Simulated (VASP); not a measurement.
# Ir (P6_3/mmc) in VASP: further runs

Ir is run at these levels: PBE; tasks: single point.

All numbers are computed with VASP 6.6.1; they aren't measurements. Logs are shortened: lines on timing, memory, paths and dates and some standing lists are left out, and cuts for length are marked.

## Step 1: The cell of the first run

The structure is hexagonal, space group P6_3/mmc (No. 194). The conventional cell has a = 2.665 Å, b = 2.665 Å, c = 4.691 Å, α = 90.00°, β = 90.00°, γ = 120.00°. Ir (site symmetry -6m2) has 12 Ir at 2.67 to 2.81 Å within 3.5 Å.

This isn't the form of Ir at room conditions, which is fcc.

## Step 2: Single point, PBE

File INCAR:

```
SYSTEM = Ir
PREC = Accurate ; ENCUT = 520
EDIFF = 1E-6 ; ISMEAR = 0
SIGMA = 0.15 ; LREAL = .False.
LASPH = .True. ; NELM = 60
ALGO = Normal ; ISIF = 2
LWAVE = .False. ; LCHARG = .False.
GGA = PE ; NBANDS = 16
```

File KPOINTS:

```
Automatic mesh
0
Gamma
  18 18 10
  0 0 0
```

File POSCAR:

```
Ir
1.0
    2.6654000000      0.0000000000      0.0000000000
   -1.3327000000      2.3083041113      0.0000000000
    0.0000000000      0.0000000000      4.6905000000
Ir
2
Direct
    0.6666666667      0.3333333333      0.7500000000
    0.3333333333      0.6666666667      0.2500000000
```

Potentials or basis: VASP PAW PBE potentials, release 64 (Ir).

Launch:

```console
$ cat potpaw_PBE.64/Ir/POTCAR > POTCAR
$ mpirun -np 1 vasp_std > vasp.out
```

OUTCAR:

```text
SYSTEM = Ir
   PREC = Accurate
   ENCUT = 520
   EDIFF = 1E-6
   ISMEAR = 0
   LREAL = .False.
   LASPH = .True.
   NELM = 60
   ISIF = 2
   GGA = PE

 ion  position               nearest neighbor table
   1  0.667  0.333  0.750-   2 2.81   2 2.81   2 2.81   2 2.81   2 2.81   2 2.81
   2  0.333  0.667  0.250-   1 2.81   1 2.81   1 2.81   1 2.81   1 2.81   1 2.81

  LATTYP: Found a hexagonal cell.
 ALAT       =     2.6654000000
 C/A-ratio  =     1.7597733924

  Lattice vectors:

 A1 = (   2.6654000000,   0.0000000000,   0.0000000000)
 A2 = (  -1.3327000000,   2.3083041113,   0.0000000000)
 A3 = (   0.0000000000,   0.0000000000,   4.6905000000)

Analysis of symmetry for initial positions (statically):
=====================================================================
 Subroutine PRICEL returns:
 Original cell was already a primitive cell.

 Routine SETGRP: Setting up the symmetry group for a
 hexagonal supercell.

 Subroutine GETGRP returns: Found 24 space group operations
 (whereof 12 operations were pure point group operations)
 out of a pool of 24 trial point group operations.

The static configuration has the point symmetry D_3d.
 The point group associated with its full space group is D_6h.

Analysis of symmetry for dynamics (positions and initial velocities):
=====================================================================
 Subroutine PRICEL returns:
 Original cell was already a primitive cell.

 Routine SETGRP: Setting up the symmetry group for a
 hexagonal supercell.

 Subroutine GETGRP returns: Found 24 space group operations
 (whereof 12 operations were pure point group operations)
 out of a pool of 24 trial point group operations.

The dynamic configuration has the point symmetry D_3d.
 The point group associated with its full space group is D_6h.

 Subroutine INISYM returns: Found 24 space group operations
 (whereof 12 operations are pure point group operations),
 and found     1 'primitive' translations

----------------------------------------------------------------------------------------

                                     Primitive cell

  volume of cell :      28.8586

  direct lattice vectors                    reciprocal lattice vectors
     2.665400000  0.000000000  0.000000000     0.375178210  0.216609240  0.000000000
    -1.332700000  2.308304111  0.000000000     0.000000000  0.433218481  0.000000000
     0.000000000  0.000000000  4.690500000     0.000000000  0.000000000  0.213196887

  length of vectors
     2.665400000  2.665400000  4.690500000     0.433218481  0.433218481  0.213196887

  position of ions in fractional coordinates (direct lattice)
     0.666666667  0.333333333  0.750000000
     0.333333333  0.666666667  0.250000000

  ion indices of the primitive-cell ions
   primitive index   ion index
                 1           1
                 2           2

----------------------------------------------------------------------------------------

 KPOINTS: Automatic mesh

Automatic generation of k-mesh.
 Grid dimensions read from file:
 generate k-points for:   18   18   10

 Generating k-lattice:

  Cartesian coordinates                     Fractional coordinates (reciprocal lattice)
     0.020843234  0.012033847  0.000000000     0.055555556  0.000000000  0.000000000
     0.000000000  0.024067693  0.000000000     0.000000000  0.055555556  0.000000000
     0.000000000  0.000000000  0.021319689     0.000000000  0.000000000  0.100000000

  Length of vectors
     0.024067693  0.024067693  0.021319689

  Shift w.r.t. Gamma in fractional coordinates (k-lattice)
     0.000000000  0.000000000  0.000000000

 Subroutine IBZKPT returns following result:
 ===========================================

 Found    222 irreducible k-points:

 Following reciprocal coordinates:
            Coordinates               Weight
  0.000000  0.000000  0.000000      1.000000
  0.055556  0.000000  0.000000      6.000000
  0.111111  0.000000  0.000000      6.000000
  0.166667  0.000000  0.000000      6.000000
  0.222222  0.000000  0.000000      6.000000
  0.277778  0.000000  0.000000      6.000000
[... 16 lines left out ...]
  0.333333  0.111111  0.000000     12.000000
  0.388889  0.111111  0.000000     12.000000
 [... further k-points ...]
   k-points           NKPTS =    222   k-points in BZ     NKDIM =    222   number of bands    NBANDS=     16
   number of dos      NEDOS =    301   number of ions     NIONS =      2
   total plane-waves  NPLWV =  14400
   dimension x,y,z NGX =    20 NGY =   20 NGZ =   36
   dimension x,y,z NGXF=    40 NGYF=   40 NGZF=   72
   ions per type =               2
   NGX,Y,Z   is equivalent  to a cutoff of  12.47, 12.47, 12.76 a.u.
   NGXF,Y,Z  is equivalent  to a cutoff of  24.95, 24.95, 25.52 a.u.
 SYSTEM =  Ir
   PREC   = accura    normal or accurate (medium, high low for compatibility)
   ISTART =      0    job   : 0-new  1-cont  2-samecut
   ICHARG =      2    charge: 1-file 2-atom 10-const
   ISPIN  =      1    spin polarized calculation?
   LNONCOLLINEAR =      F non collinear calculations
   LSORBIT =      F    spin-orbit coupling
   LASPH  =      T    aspherical Exc in radial PAW
   ENCUT  =  520.0 eV  38.22 Ry    6.18 a.u.   4.96  4.96  8.72*2*pi/ulx,y,z
   NELM   =     60;   NELMIN=  2; NELMDL= -5     # of ELM steps
   EDIFF  = 0.1E-05   stopping-criterion for ELM
   LREAL  =      F    real-space projection
   EDIFFG = 0.1E-04   stopping-criterion for IOM
   NSW    =      0    number of steps for IOM
   IBRION =     -1    ionic relax: 0-MD 1-quasi-New 2-CG
   NFREE  =      0    steps in history (QN), initial steepest desc. (CG)
   ISIF   =      2    stress and relaxation
   ISYM   =      2    0-nonsym 1-usesym 2-fastsym
   POTIM  = 0.5000    time-step for ionic-motion
   TEBEG  =    0.0;   TEEND  =   0.0 temperature during run
   PSTRESS=    0.0 pullay stress
   NELECT =      18.0000    total number of electrons
   NUPDOWN=      -1.0000    fix difference up-down
   EMIN   =  10.00;   EMAX   =-10.00  energy-range for DOS
   EFERMI =   0.00;   METHOD = LEGACY
   ISMEAR =     0;   SIGMA  =   0.15  broadening in eV -4-tet -1-fermi 0-gaus
   EFERMI_NEDOS =   21; number of points for ismear=-14 and -15
   IALGO  =     38    algorithm
   IMIX   =      4    mixing-type and parameters
     AMIX     =   0.40;   BMIX     =  1.00
     AMIX_MAG =   1.60;   BMIX_MAG =  1.00
  volume/ion in A,a.u.               =      14.43        97.37
  Fermi-wavevector in a.u.,A,eV,Ry     =   1.398752  2.643259 26.619907  1.956508
  Thomas-Fermi vector in A             =   2.521879
   LORBIT       =      0    0 simple, 1 ext, 2 COOP (PROOUT), +10 PAW based schemes
   GGA     = PE    functional components
   LHFCALC =     F    Hartree Fock is set to
   AEXX    =    0.0000 exact exchange contribution
   IVDW    =     0    specifies the selected vdW correction
   LEPSILON=     F    determine dielectric tensor
   LRPA    =     F    only Hartree local field effects (RPA)
 non-spin polarized calculation
 Gauss-broadening in eV      SIGMA  =   0.15
  energy-cutoff  :      520.00
  volume of cell :       28.86
 maximum number of plane-waves:       807
 NGX is ok and might be reduce to    20
   NGX =  9   NGY =  9   NGZ = 17

 number of electron      17.9999999 magnetization

 Free energy of the ion-electron system (eV)
  ---------------------------------------------------
  ext. energy  EPLUGINS =         0.00000000
  ---------------------------------------------------
  free energy    TOTEN  =       -17.41416545 eV

  energy without entropy =      -17.38758922  energy(sigma->0) =      -17.40087734

 E-fermi :  10.0698     XC(G=0): -13.8635

 val. band max:       10.0637618669   @ k =   0.3333   0.3333   0.2000
 cond. band min:      10.0710585490   @ k =   0.0556   0.0000   0.4000
 fundamental gap:      0.0072966821
 Fermi energy:        10.0697668660

 k-point     1 :       0.0000    0.0000    0.0000
  band No.  band energies     occupation
      1      -0.8400      2.00000
      2       1.9462      2.00000
      3       5.5765      2.00000
      4       6.4536      2.00000
      5       6.4536      2.00000
      6       6.9162      2.00000
[... 8 lines left out ...]
     15      25.3713      0.00000
     16      27.3736      0.00000

 k-point     2 :       0.0556    0.0000    0.0000
  band No.  band energies     occupation
      1      -0.7114      2.00000
      2       2.0719      2.00000
      3       5.5920      2.00000
      4       6.4113      2.00000
      5       6.5632      2.00000
      6       6.8362      2.00000
[... 8 lines left out ...]
     15      25.5815      0.00000
     16      27.6054      0.00000

 k-point     3 :       0.1111    0.0000    0.0000
  band No.  band energies     occupation
      1      -0.3370      2.00000
      2       2.4261      2.00000
      3       5.5616      2.00000
      4       6.3595      2.00000
      5       6.6670      2.00000
      6       6.8871      2.00000
[... 8 lines left out ...]
     15      26.1558      0.00000
     16      28.1690      0.00000

 k-point     4 :       0.1667    0.0000    0.0000
  band No.  band energies     occupation
      1       0.2467      2.00000
      2       2.9191      2.00000
      3       5.4161      2.00000
      4       6.1716      2.00000
      5       6.2430      2.00000
      6       6.8085      2.00000
[... 8 lines left out ...]
     15      26.7889      0.00000
     16      28.4098      0.00000

 k-point     5 :       0.2222    0.0000    0.0000
  band No.  band energies     occupation
      1       0.9685      2.00000
      2       3.3221      2.00000
      3       5.3974      2.00000
      4       5.4186      2.00000
      5       5.8863      2.00000
      6       7.3412      2.00000
[... 8 lines left out ...]
     15      26.4661      0.00000
     16      27.8541      0.00000

 k-point     6 :       0.2778    0.0000    0.0000
  band No.  band energies     occupation
      1       1.7060      2.00000
      2       3.3648      2.00000
      3       4.7170      2.00000
      4       5.6157      2.00000
      5       5.8920      2.00000
      6       7.0828      2.00000
[... 8 lines left out ...]
     15      25.5665      0.00000
     16      26.3989      0.00000

 k-point     7 :       0.3333    0.0000    0.0000
  band No.  band energies     occupation
      1       2.2857      2.00000
      2       3.1641      2.00000
      3       4.1552      2.00000
      4       5.7244      2.00000
      5       6.4844      2.00000
      6       6.7405      2.00000
[... 8 lines left out ...]
     15      24.7486      0.00000
     16      25.0219      0.00000

 k-point     8 :       0.3889    0.0000    0.0000
  band No.  band energies     occupation
      1       2.5868      2.00000
      2       2.9442      2.00000
      3       3.7454      2.00000
      4       6.0893      2.00000
      5       6.4773      2.00000
      6       6.9680      2.00000
[... 8 lines left out ...]
     15      23.8272      0.00000
     16      24.1111      0.00000

 k-point     9 :       0.4444    0.0000    0.0000
  band No.  band energies     occupation
      1       2.6520      2.00000
      2       2.8225      2.00000
      3       3.4960      2.00000
      4       6.3124      2.00000
      5       6.5813      2.00000
      6       6.8505      2.00000
[... 8 lines left out ...]
     15      22.2697      0.00000
     16      22.9782      0.00000
[... 172 lines left out ...]
 k-point    19 :       0.1111    0.1111    0.0000
  band No.  band energies     occupation
      1       0.5884      2.00000
      2       3.2347      2.00000
      3       5.2059      2.00000
      4       5.9159      2.00000
      5       6.1973      2.00000
      6       6.6525      2.00000
[... 8 lines left out ...]
     15      26.9102      0.00000
     16      27.4397      0.00000

 k-point    20 :       0.1667    0.1111    0.0000
  band No.  band energies     occupation
      1       1.3047      2.00000
      2       3.7095      2.00000
      3       4.9985      2.00000
      4       5.2514      2.00000
      5       5.9703      2.00000
      6       6.9051      2.00000
[... 8 lines left out ...]
     15      25.6416      0.00000
     16      26.8830      0.00000

 k-point    21 :       0.2222    0.1111    0.0000
  band No.  band energies     occupation
      1       2.0638      2.00000
      2       3.7955      2.00000
      3       4.6563      2.00000
      4       5.1542      2.00000
      5       5.9240      2.00000
      6       6.5887      2.00000
[... 8 lines left out ...]
     15      24.4663      0.00000
     16      25.9859      0.00000

 k-point    22 :       0.2778    0.1111    0.0000
  band No.  band energies     occupation
      1       2.6901      2.00000
      2       3.5656      2.00000
      3       4.1664      2.00000
      4       5.4797      2.00000
      5       6.2777      2.00000
      6       6.3694      2.00000
[... 8 lines left out ...]
     15      23.1684      0.00000
     16      25.2422      0.00000

 k-point    23 :       0.3333    0.1111    0.0000
  band No.  band energies     occupation
      1       3.0258      2.00000
      2       3.3262      2.00000
      3       3.8035      2.00000
      4       5.9220      2.00000
      5       6.2518      2.00000
      6       6.7528      2.00000
[... 8 lines left out ...]
     15      21.8803      0.00000
     16      24.6633      0.00000

 k-point    24 :       0.3889    0.1111    0.0000
  band No.  band energies     occupation
      1       3.0834      2.00000
      2       3.2140      2.00000
      3       3.5809      2.00000
      4       6.2275      2.00000
      5       6.4509      2.00000
      6       6.6712      2.00000
[... 8 lines left out ...]
     15      20.7065      0.00000
     16      23.5747      0.00000

 [... further k-points ...]
[... 5 lines left out ...]
  --------------------------------------------------------------------------------------
  -------------------------------------------------------------------------------------
  Total        2.9995604      2.9995604     -2.4944397     -0.0000000      0.0000000      0.0000000
  in kB      166.5304427    166.5304427   -138.4870092     -0.0000000      0.0000000      0.0000000
  external PRESSURE =      64.8579587 kB  Pullay stress =       0.0000000 kB

 VOLUME and BASIS-vectors are now :
 -----------------------------------------------------------------------------
  energy-cutoff  :      520.00
  volume of cell :       28.86
      direct lattice vectors                 reciprocal lattice vectors
     2.665400000  0.000000000  0.000000000     0.375178210  0.216609240  0.000000000
    -1.332700000  2.308304111  0.000000000     0.000000000  0.433218481  0.000000000
     0.000000000  0.000000000  4.690500000     0.000000000  0.000000000  0.213196887

 POSITION                                       TOTAL-FORCE (eV/Angst)
 -----------------------------------------------------------------------------------
      1.33270      0.76943      3.51788         0.000000     -0.000000      0.000000
     -0.00000      1.53887      1.17263        -0.000000      0.000000      0.000000
 -----------------------------------------------------------------------------------
    total drift:                               -0.000000      0.000000     -0.000000

  FREE ENERGIE OF THE ION-ELECTRON SYSTEM (eV)
  ---------------------------------------------------
  free  energy   TOTEN  =       -17.4141654508 eV

  energy  without entropy=      -17.3875892206  energy(sigma->0) =      -17.40087734
```

Run time: 1.7 min. Hardware: 1 thread of Intel Xeon 8259CL, shared host; peak memory 0.21 GiB.

What came out:

```
Free energy            : -17.4142 eV
Pressure               : 6.5 GPa
Band gap on the k mesh : zero (bands 9 and 10 overlap by 3.56 eV)
```

Levels at points of the mesh, in eV from the Fermi level:
```tsv
k point	band 5	band 6	band 7	band 8	band 9	band 10	band 11	band 12	band 13	band 14
(0.00, 0.00, 0.00)	-3.62	-3.15	-3.15	-1.52	-1.52	-1.39	0.44	0.44	5.89	14.87
(0.50, 0.00, 0.00)	-3.26	-3.18	-2.91	0.71	1.34	1.59	3.14	4.69	8.26	9.43
(0.00, 0.00, 0.50)	-3.59	-3.59	-3.59	-3.59	-0.27	-0.27	-0.27	-0.27	12.59	12.59
(0.50, 0.00, 0.50)	-1.63	-1.63	-0.78	-0.78	1.48	1.48	2.05	2.05	8.00	8.00
```

Caveat: the stress differs along the axes, from -14 to 17 GPa; spin-orbit coupling is left out, which moves the levels of the heavy elements.

## Step 3: Single point, PBE

This run uses another cell than the first one, of 14.48 Å³/atom.

File INCAR:

```
SYSTEM = Ir
PREC = Accurate
ENCUT = 520
EDIFF = 1E-7
ISMEAR = 0
SIGMA = 0.15
LREAL = .FALSE.
LASPH = .TRUE.
NELM = 80
ALGO = Normal
ISIF = 2
LWAVE = .FALSE.
LCHARG = .TRUE.
GGA = PE
LELF = .TRUE.
LVHAR = .TRUE.
NBANDS = 16
```

File KPOINTS:

```
regular mesh
0
G
  18 18 10
  0 0 0
```

File POSCAR:

```
Ir
1.0
    2.8119000000      0.0000000000      0.0000000000
   -1.4059500000      2.4351768329      0.0000000000
    0.0000000000      0.0000000000      4.2303000000
Ir
2
Direct
    0.6666666667      0.3333333333      0.7500000000
    0.3333333333      0.6666666667      0.2500000000
```

Potentials or basis: VASP PAW PBE potentials, release 64 (Ir).

Launch:

```console
$ cat potpaw_PBE.64/Ir/POTCAR > POTCAR
$ mpirun -np 1 vasp_std > vasp.out
```

Wall time 2 min (1 thread of Intel Xeon 8259CL, shared host); peak memory 0.22 GiB.

The run converged. Its results:

- Free energy: -17.4444 eV
- Pressure: 5.3 GPa
- Band gap on the k mesh: zero (bands 9 and 10 overlap by 2.98 eV)

Stress tensor (GPa, compression positive):
```
-2.85  0.00  0.00
 0.00 -2.85  0.00
 0.00  0.00 21.68
```

Levels at points of the mesh, in eV from the Fermi level:
| k point | band 5 | band 6 | band 7 | band 8 | band 9 | band 10 | band 11 | band 12 | band 13 | band 14 |
| --- | --- | --- | --- | --- | --- | --- | --- | --- | --- | --- |
| (0.00, 0.00, 0.00) | -3.14 | -3.02 | -3.02 | -2.98 | -2.98 | -0.02 | 0.19 | 0.19 | 7.84 | 13.84 |
| (0.50, 0.00, 0.00) | -3.69 | -3.10 | -2.48 | 0.14 | 0.73 | 1.22 | 2.55 | 3.84 | 8.44 | 10.42 |
| (0.00, 0.00, 0.50) | -4.17 | -4.17 | -4.01 | -4.01 | -0.44 | -0.44 | -0.44 | -0.44 | 13.52 | 13.52 |
| (0.50, 0.00, 0.50) | -2.44 | -2.44 | -1.04 | -1.04 | 0.51 | 0.51 | 1.85 | 1.85 | 7.27 | 7.27 |

Caveat: the stress differs along the axes, from -3 to 22 GPa; spin-orbit coupling is left out, which moves the levels of the heavy elements.
